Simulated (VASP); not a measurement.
## PbS: single point with PBEsol

PbS:

```
CELL_PARAMETERS angstrom
2.09067 -3.62430 0.00000
2.09067 3.62430 0.00000
0.00000 0.00000 7.68390
ATOMIC_POSITIONS crystal
Pb 0.00103 0.99897 0.48673
Pb 0.99897 0.00103 0.98673
S 0.66715 0.33285 0.69247
S 0.33285 0.66715 0.19247
```

```json
{
 "Program": "VASP 6.6.1",
 "Task": "single point",
 "Functional": "PBEsol",
 "Potentials or basis": "VASP PAW PBE potentials, release 64 (Pb_d, S)",
 "Cutoff": "520 eV",
 "k mesh": "6 × 6 × 4",
 "Occupations": "fermi-dirac, width 0.02 eV",
 "Spin": "no spin polarisation"
}
```

```yaml
Pressure: -3.9 GPa
Largest_force: 0.162 eV/Å
Band_gap_on_the_k_mesh: 0.51 eV, indirect (least direct gap 1.13 eV)
```

Forces in eV/Å, atoms in the order of the input:
```
Pb   0.000  0.003  0.162
Pb   0.000 -0.003  0.162
S    0.000 -0.002 -0.162
S    0.000  0.002 -0.162
```

Stress tensor (GPa, compression positive):
```
-3.74  0.00  0.00
 0.00 -3.76  0.00
 0.00  0.00 -4.28
```

Levels at points of the mesh, in eV from the valence-band top:
| k point | band 18 | band 19 | band 20 | band 21 | band 22 | band 23 |
| --- | --- | --- | --- | --- | --- | --- |
| (0.00, 0.00, 0.00) | -1.29 | -1.28 | -0.17 | 0.96 | 3.48 | 3.48 |
| (0.50, 0.00, 0.00) | -1.60 | -1.33 | -0.81 | 0.52 | 2.50 | 2.81 |
| (0.50, 0.50, 0.00) | -1.60 | -1.33 | -0.80 | 0.51 | 2.51 | 2.82 |
| (0.00, 0.00, 0.50) | -1.44 | -1.27 | -1.27 | 2.56 | 2.56 | 3.53 |
| (0.50, 0.00, 0.50) | -2.19 | -2.17 | -2.17 | 2.38 | 2.38 | 3.27 |
| (0.50, 0.50, 0.50) | -2.19 | -2.17 | -2.17 | 2.38 | 2.38 | 3.28 |

Run time: 81 s on 1 thread of Intel Xeon 6975P-C (shared host), peak memory 0.29 GiB.

Caveat: the PAW data sets were made with another functional, which shifts forces and pressure a little; spin-orbit coupling is left out, which moves the levels of the heavy elements. A k mesh can miss the band edges.
